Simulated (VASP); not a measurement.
Here is a VASP 6.6.1 calculation.

File INCAR:

```
SYSTEM = Sr
  PREC = Accurate
  ENCUT = 520
  EDIFF = 1E-6
  ISMEAR = -1
  SIGMA = 0.05
  LREAL = .FALSE.
  LASPH = .TRUE.
  NELM = 100
  ALGO = Normal
  ISIF = 2
  LWAVE = .FALSE.
  LCHARG = .FALSE.
  GGA = CA
  NBANDS = 11
```

Contents of KPOINTS:

```
Automatic mesh
0
G
  14 14 14
  0 0 0
```

File POSCAR:

```
Sr
1.0
    0.0000000000      2.2906862456      2.2906862456
    2.2906862456      0.0000000000      2.2906862456
    2.2906862456      2.2906862456      0.0000000000
Sr
1
Direct
    0.0000000000      0.0000000000      0.0000000000
```

Potentials or basis: VASP PAW LDA potentials, release 64 (Sr_sv).

Run with:

```sh
$ cat potpaw_LDA.64/Sr_sv/POTCAR > POTCAR
$ mpirun -np 1 vasp_std > vasp.out
```

Estimate the pressure.

25.3 GPa.

What does it give for the band gap on the k mesh?

Zero (band 5 reaches 5.58 eV, above the bottom of band 6 at 4.18 eV).
